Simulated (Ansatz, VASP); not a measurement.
KF in VASP and in Ansatz

```
K F
1.0
     0.00000    2.65345    2.67350
     2.69355    0.00000    2.67350
     2.69355    2.65345    0.00000
K F
1 1
Direct
  0.00000 0.00000 0.00000
  0.50000 0.50000 0.50000
```

Change from the starting cell: strain +0.0075 x Voigt [1, -1, 0, 0, 0, 0], atoms carried along.

Alike in both runs: task single point; functional PBE; k mesh 8 × 8 × 8; occupations gaussian, width 0.05 eV; no spin polarisation.

|  | VASP | Ansatz |
| --- | --- | --- |
| version | VASP 6.6.1 | Ansatz 0.2.0 |
| potentials or method | VASP PAW PBE potentials, release 64 (K_sv, F), cutoff 520 eV | scalar-relativistic, plane waves, PAW |
| valence electrons in the cell | 16 | 16 |

|  | VASP | Ansatz | Ansatz less VASP |
| --- | --- | --- | --- |
| gap on the k mesh at the Fermi level (eV) | 6.14 | 6.16 | +0.016 |
| least direct gap on the mesh (eV) | 6.14 | 6.16 | +0.016 |
| pressure (GPa) | 1.4 | 1.3 | -0.04 |
| traceless stress, the component that is largest in VASP (GPa) | 0.45 | 0.43 | -0.017 |
